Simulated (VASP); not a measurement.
# Ni3Ge (Pm-3m) in VASP: a series of runs, part 2 of 2

VASP 6.6.1. Earlier steps stand in the parts before.

## 3. Single point, LDA, collinear spin, ferromagnetic start (10.62 Å³/atom)

This run uses another cell than the first one, of 10.62 Å³/atom.

INCAR reads:

```
PREC = Accurate
ENCUT = 520
EDIFF = 1E-6
ISMEAR = 0
SIGMA = 0.15
LREAL = F
LASPH = T
NELM = 150
ALGO = Normal
ISIF = 2
LWAVE = F
LCHARG = F
ISPIN = 2
MAGMOM = 0.75 0.75 0.75 0
LORBIT = 11
NUPDOWN = 2.25
LMAXMIX = 4
NBANDS = 34
```

KPOINTS reads:

```
regular mesh
0
Gamma
  12 12 12
```

POSCAR reads:

```
Ni3Ge
1.0
    3.4886992114      0.0000000000      0.0000000000
    0.0000000000      3.4886992114      0.0000000000
    0.0000000000      0.0000000000      3.4886992114
Ni Ge
3 1
Direct
    0.5000000000      0.0000000000      0.5000000000
    0.0000000000      0.5000000000      0.5000000000
    0.5000000000      0.5000000000      0.0000000000
    0.0000000000      0.0000000000      0.0000000000
```

Potentials or basis: VASP PAW LDA potentials, release 64 (Ni, Ge_d).

Run with:

```sh
cat potpaw_LDA.64/Ni/POTCAR potpaw_LDA.64/Ge_d/POTCAR > POTCAR
mpirun -np 1 vasp_std > vasp.out
```

OUTCAR:

```text
PREC = Accurate
   ENCUT = 520
   EDIFF = 1E-6
   ISMEAR = 0
   LREAL = F
   LASPH = T
   NELM = 150
   ISIF = 2
   ISPIN = 2
   LORBIT = 11
   NUPDOWN = 2.25

 ion  position               nearest neighbor table
   1  0.500  0.000  0.500-   2 2.47   3 2.47   4 2.47   3 2.47   4 2.47   2 2.47   3 2.47   3 2.47
                             2 2.47   4 2.47   4 2.47   2 2.47
   2  0.000  0.500  0.500-   1 2.47   3 2.47   4 2.47   3 2.47   4 2.47   1 2.47   4 2.47   4 2.47
                             1 2.47   3 2.47   3 2.47   1 2.47
   3  0.500  0.500  0.000-   1 2.47   2 2.47   4 2.47   1 2.47   2 2.47   1 2.47   4 2.47   1 2.47
                             2 2.47   4 2.47   2 2.47   4 2.47
   4  0.000  0.000  0.000-   1 2.47   2 2.47   3 2.47   1 2.47   2 2.47   2 2.47   3 2.47   2 2.47
                             1 2.47   3 2.47   1 2.47   3 2.47

  LATTYP: Found a simple cubic cell.
 ALAT       =     3.4886992114

  Lattice vectors:

 A1 = (   3.4886992114,   0.0000000000,   0.0000000000)
 A2 = (   0.0000000000,   3.4886992114,   0.0000000000)
 A3 = (   0.0000000000,   0.0000000000,   3.4886992114)

Analysis of symmetry for initial positions (statically):
=====================================================================
 Subroutine PRICEL returns:
 Original cell was already a primitive cell.

 Routine SETGRP: Setting up the symmetry group for a
 simple cubic supercell.

 Subroutine GETGRP returns: Found 48 space group operations
 (whereof 48 operations were pure point group operations)
 out of a pool of 48 trial point group operations.

The static configuration has the point symmetry O_h .

Analysis of symmetry for dynamics (positions and initial velocities):
=====================================================================
 Subroutine PRICEL returns:
 Original cell was already a primitive cell.

 Routine SETGRP: Setting up the symmetry group for a
 simple cubic supercell.

 Subroutine GETGRP returns: Found 48 space group operations
 (whereof 48 operations were pure point group operations)
 out of a pool of 48 trial point group operations.

The dynamic configuration has the point symmetry O_h .

Analysis of structural, dynamic, and magnetic symmetry:
=====================================================================
 Subroutine PRICEL returns:
 Original cell was already a primitive cell.

 Routine SETGRP: Setting up the symmetry group for a
 simple cubic supercell.

 Subroutine GETGRP returns: Found 48 space group operations
 (whereof 48 operations were pure point group operations)
 out of a pool of 48 trial point group operations.

The overall configuration has the point symmetry O_h .

 Subroutine INISYM returns: Found 48 space group operations
 (whereof 48 operations are pure point group operations),
 and found     1 'primitive' translations

----------------------------------------------------------------------------------------

                                     Primitive cell

  volume of cell :      42.4610

  direct lattice vectors                    reciprocal lattice vectors
[... 82 lines left out ...]
   PREC   = accura    normal or accurate (medium, high low for compatibility)
   ISTART =      0    job   : 0-new  1-cont  2-samecut
   ICHARG =      2    charge: 1-file 2-atom 10-const
   ISPIN  =      2    spin polarized calculation?
   LNONCOLLINEAR =      F non collinear calculations
   LSORBIT =      F    spin-orbit coupling
   LASPH  =      T    aspherical Exc in radial PAW
   ENCUT  =  520.0 eV  38.22 Ry    6.18 a.u.   6.49  6.49  6.49*2*pi/ulx,y,z
   NELM   =    150;   NELMIN=  2; NELMDL= -5     # of ELM steps
   EDIFF  = 0.1E-05   stopping-criterion for ELM
   LREAL  =      F    real-space projection
   EDIFFG = 0.1E-04   stopping-criterion for IOM
   NSW    =      0    number of steps for IOM
   IBRION =     -1    ionic relax: 0-MD 1-quasi-New 2-CG
   NFREE  =      0    steps in history (QN), initial steepest desc. (CG)
   ISIF   =      2    stress and relaxation
   ISYM   =      2    0-nonsym 1-usesym 2-fastsym
   POTIM  = 0.5000    time-step for ionic-motion
   TEBEG  =    0.0;   TEEND  =   0.0 temperature during run
   PSTRESS=    0.0 pullay stress
   NELECT =      44.0000    total number of electrons
   NUPDOWN=       2.2500    fix difference up-down
   EMIN   =  10.00;   EMAX   =-10.00  energy-range for DOS
   EFERMI =   0.00;   METHOD = LEGACY
   ISMEAR =     0;   SIGMA  =   0.15  broadening in eV -4-tet -1-fermi 0-gaus
   EFERMI_NEDOS =   21; number of points for ismear=-14 and -15
   IALGO  =     38    algorithm
   IMIX   =      4    mixing-type and parameters
     AMIX     =   0.40;   BMIX     =  1.00
     AMIX_MAG =   1.60;   BMIX_MAG =  1.00
  volume/ion in A,a.u.               =      10.62        71.64
  Fermi-wavevector in a.u.,A,eV,Ry     =   1.656643  3.130601 37.340716  2.744465
  Thomas-Fermi vector in A             =   2.744532
   LORBIT       =     11    0 simple, 1 ext, 2 COOP (PROOUT), +10 PAW based schemes
   GGA     = CA    functional components
   LHFCALC =     F    Hartree Fock is set to
   AEXX    =    0.0000 exact exchange contribution
   IVDW    =     0    specifies the selected vdW correction
   LEPSILON=     F    determine dielectric tensor
   LRPA    =     F    only Hartree local field effects (RPA)
 spin polarized calculation
 Gauss-broadening in eV      SIGMA  =   0.15
  energy-cutoff  :      520.00
  volume of cell :       42.46
 maximum number of plane-waves:      1189
 NGX is ok and might be reduce to    28
   NGX = 13   NGY = 13   NGZ = 13

 number of electron      43.9999962 magnetization       2.2500000

 Free energy of the ion-electron system (eV)
  ---------------------------------------------------
  ext. energy  EPLUGINS =         0.00000000
  ---------------------------------------------------
  free energy    TOTEN  =       -25.62923154 eV

  energy without entropy =      -25.59192434  energy(sigma->0) =      -25.61057794

 E-fermi :  10.1949     XC(G=0): -14.0453

 val. band max:       11.5182330547   @ k =   0.2500   0.0833   0.0000
 cond. band min:      10.1978123768   @ k =   0.2500   0.0833   0.0000
 fundamental gap:     -1.3204206779
 Fermi energy:        11.5233447851

 spin component 1

 k-point     1 :       0.0000    0.0000    0.0000
  band No.  band energies     occupation
      1     -13.8996      1.00000
      2     -13.8996      1.00000
      3     -13.8837      1.00000
      4     -13.8837      1.00000
      5     -13.8837      1.00000
      6      -2.1912      1.00000
[... 877 lines left out ...]
     33      24.5242      0.00000
     34      26.1495      0.00000

 [... further k-points ...]

 spin component 2

 k-point     1 :       0.0000    0.0000    0.0000
  band No.  band energies     occupation
      1     -13.8773      1.00000
      2     -13.8773      1.00000
      3     -13.8613      1.00000
      4     -13.8613      1.00000
      5     -13.8613      1.00000
      6      -2.0681      1.00000
[... 877 lines left out ...]
     33      24.7236      0.00000
     34      26.3368      0.00000

 [... further k-points ...]
[... 5 lines left out ...]
  --------------------------------------------------------------------------------------
  -------------------------------------------------------------------------------------
  Total        1.5242691      1.5242691      1.5242691      0.0000000      0.0000000     -0.0000000
  in kB       57.5150685     57.5150685     57.5150685      0.0000000      0.0000000     -0.0000000
  external PRESSURE =      57.5150685 kB  Pullay stress =       0.0000000 kB

 VOLUME and BASIS-vectors are now :
 -----------------------------------------------------------------------------
  energy-cutoff  :      520.00
  volume of cell :       42.46
      direct lattice vectors                 reciprocal lattice vectors
     3.488699211  0.000000000  0.000000000     0.286639787  0.000000000  0.000000000
     0.000000000  3.488699211  0.000000000     0.000000000  0.286639787  0.000000000
     0.000000000  0.000000000  3.488699211     0.000000000  0.000000000  0.286639787

 POSITION                                       TOTAL-FORCE (eV/Angst)
 -----------------------------------------------------------------------------------
      1.74435      0.00000      1.74435         0.000000      0.000000      0.000000
      0.00000      1.74435      1.74435         0.000000      0.000000      0.000000
      1.74435      1.74435      0.00000         0.000000      0.000000      0.000000
      0.00000      0.00000      0.00000         0.000000      0.000000      0.000000
 -----------------------------------------------------------------------------------
    total drift:                                0.000000      0.000000      0.000000

  FREE ENERGIE OF THE ION-ELECTRON SYSTEM (eV)
  ---------------------------------------------------
  free  energy   TOTEN  =       -25.6292315400 eV

  energy  without entropy=      -25.5919243416  energy(sigma->0) =      -25.61057794

 total charge

# of ion       s       p       d       tot
------------------------------------------
    1        0.499   0.597   8.418   9.514
    2        0.499   0.597   8.418   9.514
    3        0.499   0.597   8.418   9.514
    4        1.093   1.333  10.154  12.580
--------------------------------------------------
tot          2.591   3.124  35.407  41.121

 magnetization (x)

# of ion       s       p       d       tot
------------------------------------------
    1        0.006   0.022   0.670   0.698
    2        0.006   0.022   0.670   0.698
    3        0.006   0.022   0.670   0.698
    4        0.016   0.078  -0.000   0.094
--------------------------------------------------
tot          0.035   0.145   2.009   2.189
```

OSZICAR:

```text
N       E                     dE             d eps       ncg     rms          rms(c)
DAV:   1     0.312211715934E+03    0.31221E+03   -0.18866E+04 13270   0.290E+03
DAV:   2     0.127182348524E+02   -0.29949E+03   -0.27872E+03 11440   0.476E+02
DAV:   3    -0.278323470885E+02   -0.40551E+02   -0.39172E+02 12024   0.152E+02
DAV:   4    -0.291062725387E+02   -0.12739E+01   -0.12710E+01 12894   0.308E+01
DAV:   5    -0.291309547922E+02   -0.24682E-01   -0.24679E-01 15500   0.365E+00    0.196E+01
DAV:   6    -0.277863473706E+02    0.13446E+01   -0.21565E+01 13072   0.722E+01    0.142E+01
DAV:   7    -0.257231939940E+02    0.20632E+01   -0.73011E+00 13006   0.403E+01    0.470E+00
DAV:   8    -0.256511954149E+02    0.71999E-01   -0.21830E-01 13608   0.373E+00    0.238E+00
DAV:   9    -0.256325509929E+02    0.18644E-01   -0.14290E-02 16670   0.131E+00    0.598E-01
DAV:  10    -0.256298694388E+02    0.26816E-02   -0.23113E-03 16012   0.507E-01    0.224E-01
DAV:  11    -0.256292344042E+02    0.63503E-03   -0.48273E-04 15524   0.254E-01    0.707E-02
DAV:  12    -0.256292290537E+02    0.53505E-05   -0.62364E-05 13736   0.662E-02    0.370E-02
DAV:  13    -0.256292315815E+02   -0.25278E-05   -0.68892E-06 12808   0.294E-02    0.108E-02
DAV:  14    -0.256292315400E+02    0.41496E-07   -0.86416E-07  7890   0.147E-02
   1 F= -.25629232E+02 E0= -.25610578E+02  d E =-.373072E-01  mag=     2.2500
```

It took 5.5 min on 1 thread of Oxide Virtual Turin-like, shared host; peak memory 0.24 GiB.

Results:

| Item | Value |
| --- | --- |
| Free energy | -25.6292 eV |
| Pressure | 5.8 GPa |
| Net moment | 2.25 μB per cell |
| Site moments | Ni +0.70; Ge +0.09 μB |
| Valence electrons inside the program's atomic spheres | Ni 9.51; Ge 12.58 |

Caveat: the cell stands under pressure; the total moment is fixed, so each spin has its own Fermi level and the state may be an excited one.

## 4. Single point, LDA, collinear spin, ferromagnetic start (10.62 Å³/atom)

This run uses another cell than the first one, of 10.62 Å³/atom.

INCAR reads:

```
SYSTEM = Ni3Ge
PREC = Accurate ; ENCUT = 520
EDIFF = 1E-6 ; ISMEAR = 0
SIGMA = 0.15 ; LREAL = .False.
LASPH = .True. ; NELM = 150
ALGO = Fast ; ISIF = 2
LWAVE = .False. ; LCHARG = .False.
ISPIN = 2 ; MAGMOM = 0.5 0.5 0.5 0
LORBIT = 11 ; NUPDOWN = 1.5
LMAXMIX = 4 ; NBANDS = 34
```

KPOINTS reads:

```
Automatic mesh
0
Gamma
  12 12 12
  0 0 0
```

POSCAR is that of step 3.

Run with:

```sh
cat potpaw_LDA.64/Ni/POTCAR potpaw_LDA.64/Ge_d/POTCAR > POTCAR
mpirun -np 1 vasp_std > vasp.out
```

Wall time 6.7 min (1 thread of Oxide Virtual Turin-like, shared host); peak memory 0.24 GiB.

It converged, with:

```
Free energy                                           : -26.0296 eV
Pressure                                              : 3.1 GPa
Net moment                                            : 1.50 μB per cell
Site moments                                          : Ni +0.48; Ge +0.03 μB
Valence electrons inside the program's atomic spheres : Ni 9.52; Ge 12.56
```

Caveat: the cell stands under pressure; the total moment is fixed, so each spin has its own Fermi level and the state may be an excited one.

## 5. Single point, LDA, collinear spin (9.34 Å³/atom)

This run uses another cell than the first one, of 9.34 Å³/atom.

INCAR reads:

```
SYSTEM = Ni3Ge
PREC = Accurate ; ENCUT = 520
EDIFF = 1E-6 ; ISMEAR = 0
SIGMA = 0.15 ; LREAL = .False.
LASPH = .True. ; NELM = 150
ALGO = Normal ; ISIF = 2
LWAVE = .False. ; LCHARG = .False.
ISPIN = 2 ; MAGMOM = 0.125 0.125 0.125 0
LORBIT = 11 ; NUPDOWN = 0.375
LMAXMIX = 4 ; GGA = CA
NBANDS = 34
```

KPOINTS is that of step 4.

POSCAR reads:

```
Ni3Ge
1.0
    3.3431134987      0.0000000000      0.0000000000
    0.0000000000      3.3431134987      0.0000000000
    0.0000000000      0.0000000000      3.3431134987
Ni Ge
3 1
Direct
    0.5000000000      0.0000000000      0.5000000000
    0.0000000000      0.5000000000      0.5000000000
    0.5000000000      0.5000000000      0.0000000000
    0.0000000000      0.0000000000      0.0000000000
```

Run with:

```sh
cat potpaw_LDA.64/Ni/POTCAR potpaw_LDA.64/Ge_d/POTCAR > POTCAR
mpirun -np 1 vasp_std > vasp.out
```

Run time: 3.9 min. Hardware: 1 thread of Oxide Virtual Turin-like, shared host; peak memory 0.23 GiB.

Results (log left out):

```yaml
Free_energy: -25.7701 eV
Pressure: 42.4 GPa
Net_moment: 0.38 μB per cell
Site_moments: Ni +0.12; Ge -0.00 μB
Valence_electrons_inside_the_program's_atomic_spheres: Ni 9.85; Ge 12.79
```

Caveat: the cell stands under pressure; the total moment is fixed, so each spin has its own Fermi level and the state may be an excited one.

## 6. Single point, LDA, collinear spin, ferromagnetic start (9.34 Å³/atom)

This run uses another cell than the first one, of 9.34 Å³/atom.

INCAR reads:

```
ALGO = Normal
EDIFF = 1E-6
ENCUT = 520
ISIF = 2
ISMEAR = 0
ISPIN = 2
LASPH = T
LCHARG = F
LMAXMIX = 4
LORBIT = 11
LREAL = F
LWAVE = F
MAGMOM = 0.375 0.375 0.375 0
NBANDS = 34
NELM = 150
NUPDOWN = 1.125
PREC = Accurate
SIGMA = 0.15
```

KPOINTS reads:

```
k-points
0
Gamma
  12 12 12
```

POSCAR is that of step 5.

Potentials or basis: VASP PAW LDA potentials, release 64 (Ni, Ge_d).

Run with:

```sh
cat potpaw_LDA.64/Ni/POTCAR potpaw_LDA.64/Ge_d/POTCAR > POTCAR
mpirun -np 1 vasp_std > vasp.out
```

It took 2.5 min on 1 thread of Oxide Virtual Turin-like, shared host; peak memory 0.22 GiB.

The run converged. Its results:

```yaml
Free_energy: -25.5113 eV
Pressure: 44.3 GPa
Net_moment: 1.13 μB per cell
Site_moments: Ni +0.36; Ge +0.02 μB
Valence_electrons_inside_the_program's_atomic_spheres: Ni 9.84; Ge 12.80
```

Caveat: the cell stands under pressure; the total moment is fixed, so each spin has its own Fermi level and the state may be an excited one.

## 7. Overview

| spin | fixed moment (μB) | cell | pressure (GPa) | moment (μB) |
| --- | --- | --- | --- | --- |
| collinear, ferromagnetic start | 0.75 | a = 3.265 Å, 4 atoms | 78.3 | 0.75 |
| collinear, ferromagnetic start | 2.25 | a = 3.489 Å, 4 atoms | 5.8 | 2.25 |
| collinear, ferromagnetic start | 1.5 | a = 3.489 Å, 4 atoms | 3.1 | 1.50 |
| collinear | 0.375 | a = 3.343 Å, 4 atoms | 42.4 | 0.38 |
| collinear, ferromagnetic start | 1.125 | a = 3.343 Å, 4 atoms | 44.3 | 1.13 |

Alike in all rows: task single point; level LDA; potentials or basis VASP PAW LDA potentials, release 64 (Ni, Ge_d); k mesh 12 × 12 × 12; cutoff (eV) 520; smearing gaussian 0.15 eV.

Caveats: the cell stands under pressure; the total moment is fixed, so each spin has its own Fermi level and the state may be an excited one.

Total energies depend on the potentials used, so only differences within one code and one set of settings carry meaning.
